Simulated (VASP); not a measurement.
## Te3MoPt: single point with PBE

The system is Te3MoPt.

```
CELL_PARAMETERS angstrom
5.19915 0.00000 0.00000
0.00000 5.19915 0.00000
0.00000 0.00000 5.19915
ATOMIC_POSITIONS crystal
Te 0.50000 0.00000 0.50000
Te 0.00000 0.50000 0.50000
Te 0.50000 0.50000 0.00000
Mo 0.00000 0.00000 0.00000
Pt 0.50000 0.50000 0.50000
```

The cell was generated, and may not be a known phase.

* Program: VASP 6.6.1
* Task: single point
* Functional: PBE
* Potentials or basis: VASP PAW PBE potentials, release 64 (Te, Mo_sv, Pt)
* Cutoff: 520 eV
* k mesh: 4 × 4 × 4
* Occupations: gaussian, width 0.1 eV
* Spin: collinear spin
* Starting moments: [0.0, 0.0, 0.0, 1.0, 0.0] μB

```yaml
Pressure: 3.5 GPa
Net_moment: 2.88 μB per cell
Site_moments: Te -0.22; Mo +3.35; Pt -0.08 μB
Valence_electrons_inside_the_program's_atomic_spheres: Te 3.34; Mo 11.93; Pt 9.65
```

Levels at points of the mesh, in eV from the Fermi level:
Spin up:
| k point | band 20 | band 21 | band 22 | band 23 | band 24 | band 25 |
| --- | --- | --- | --- | --- | --- | --- |
| (0.00, 0.00, 0.00) | -1.27 | -1.27 | -0.89 | -0.89 | -0.89 | -0.16 |
| (0.50, 0.00, 0.00) | -1.23 | -0.99 | -0.60 | -0.60 | 0.19 | 0.53 |
| (0.50, 0.50, 0.00) | -1.35 | -1.15 | -0.98 | 0.68 | 0.68 | 1.34 |
| (0.50, 0.50, 0.50) | -1.17 | -1.17 | -0.96 | 1.03 | 1.03 | 1.03 |
Spin down:
| k point | band 16 | band 17 | band 18 | band 19 | band 20 | band 21 | band 22 | band 23 |
| --- | --- | --- | --- | --- | --- | --- | --- | --- |
| (0.00, 0.00, 0.00) | -1.22 | -1.22 | -1.22 | -0.66 | -0.29 | -0.29 | -0.29 | 0.97 |
| (0.50, 0.00, 0.00) | -2.27 | -1.05 | -0.82 | -0.82 | -0.77 | -0.77 | 1.02 | 1.34 |
| (0.50, 0.50, 0.00) | -2.08 | -1.82 | -1.03 | -1.03 | 0.23 | 1.24 | 1.35 | 2.11 |
| (0.50, 0.50, 0.50) | -1.77 | 0.33 | 0.67 | 0.67 | 0.67 | 1.28 | 1.28 | 1.28 |

It took 110 s on 1 thread of Intel(R) Xeon(R) Platinum 8259CL CPU @ 2.50GHz (Skylake/Cascade Lake), with other jobs on the host, peak memory 0.32 GiB.

Caveat: the cell stands under pressure; spin-orbit coupling is left out, which moves the levels of the heavy elements.
